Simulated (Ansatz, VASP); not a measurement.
## Zr2HS4: VASP beside Ansatz

File INCAR:

```
PREC     = Accurate       # precision mode
ENCUT    = 400            # plane-wave cutoff, eV
EDIFF    = 1E-6           # SCF threshold, eV
ISMEAR   = 0              # smearing method
SIGMA    = 0.05           # smearing width, eV
LREAL    = F              # projectors in reciprocal space
LASPH    = T              # aspherical terms in the spheres
NELM     = 120            # most SCF steps
ALGO     = Normal         # electronic algorithm
ISIF     = 2              # what is computed and relaxed
LWAVE    = F              # write WAVECAR
LCHARG   = F              # write CHGCAR
LDIPOL   = T            
IDIPOL   = 3            
DIPOL    = 0.5 0.5 0.291
GGA      = PE             # functional
IVDW     = 12             # dispersion correction
NBANDS   = 62             # bands
GGA_COMPAT= F            
NELMDL   = -8
```

Contents of KPOINTS:

```
Automatic mesh
0
Gamma
  6 6 1
```

The input POSCAR:

```
Zr2HS4
1.0
    7.2976778227      0.0000000000      0.0000000000
   -3.6488389114      6.3199743831      0.0000000000
    0.0000000000      0.0000000000     20.9171506047
S Zr H
8 4 2
Direct
    0.3333333333      0.1666666667      0.1912306354
    0.3333333333      0.6666666667      0.1912306354
    0.8333333333      0.1666666667      0.1912306354
    0.8333333333      0.6666666667      0.1912306354
    0.1666666667      0.3333333333      0.3306927762
    0.1666666667      0.8333333333      0.3306927762
    0.6666666667      0.3333333333      0.3306927762
    0.6666666667      0.8333333333      0.3306927762
    0.0000000000      0.0000000000      0.2609617058
    0.0000000000      0.5000000000      0.2609617058
    0.5000000000      0.0000000000      0.2609617058
    0.5000000000      0.5000000000      0.2609617058
    0.3036654916      0.6963345084      0.4741157528
    0.3630011751      0.6369988249      0.4741157528
```

Input for Ansatz:

```yaml
crystal:
  lattice:
    - [7.2976778227, 0.0, 0.0]
    - [-3.6488389114, 6.3199743831, 0.0]
    - [0.0, 0.0, 20.9171506047]
  atoms:
    - { symbol: S, position: [0.3333333333, 0.1666666667, 0.1912306354] }
    - { symbol: S, position: [0.3333333333, 0.6666666667, 0.1912306354] }
    - { symbol: S, position: [0.8333333333, 0.1666666667, 0.1912306354] }
    - { symbol: S, position: [0.8333333333, 0.6666666667, 0.1912306354] }
    - { symbol: Zr, position: [0.0, 0.0, 0.2609617058] }
    - { symbol: Zr, position: [0.0, 0.5, 0.2609617058] }
    - { symbol: Zr, position: [0.5, 0.0, 0.2609617058] }
    - { symbol: Zr, position: [0.5, 0.5, 0.2609617058] }
    - { symbol: S, position: [0.1666666667, 0.3333333333, 0.3306927762] }
    - { symbol: S, position: [0.1666666667, 0.8333333333, 0.3306927762] }
    - { symbol: S, position: [0.6666666667, 0.3333333333, 0.3306927762] }
    - { symbol: S, position: [0.6666666667, 0.8333333333, 0.3306927762] }
    - { symbol: H, position: [0.3036654916, 0.6963345084, 0.4741157528] }
    - { symbol: H, position: [0.3630011751, 0.6369988249, 0.4741157528] }
basis:
  ecutwfc: 420
kpoints:
  mp_grid: { grid: [6, 6, 1] }
hamiltonian:
  xc: pbe
  pseudopotentials: { kind: paw, azcp: { folder: soft_1 } }
  dispersion: d3bj
scf:
  occupations: { method: gaussian, width: 0.05 }
output:
  forces: true
  eigenvalues: true
efield:
  axis: 3
  dipole_correction: true
  ramp_width: 0.04
```

Alike in both runs: task single point; functional PBE; dispersion D3(BJ); k mesh 6 × 6 × 1; occupations gaussian, width 0.05 eV; no spin polarisation.

```csv
,VASP,Ansatz
version,VASP 6.6.1,Ansatz 0.2.0
potentials or method,"VASP PAW PBE potentials, release 64 (S, Zr_sv, H), cutoff 400 eV","scalar-relativistic, plane waves, PAW"
valence electrons in the cell,98,98
```

|  | VASP | Ansatz | Ansatz less VASP |
| --- | --- | --- | --- |
| gap on the k mesh at the Fermi level (eV) | 1.10 | 1.10 | +0.003 |
| least direct gap on the mesh (eV) | 1.10 | 1.10 | +0.003 |
| rms of the force components (eV/Å) | 0.012 | 0.012 | -0.0002 |
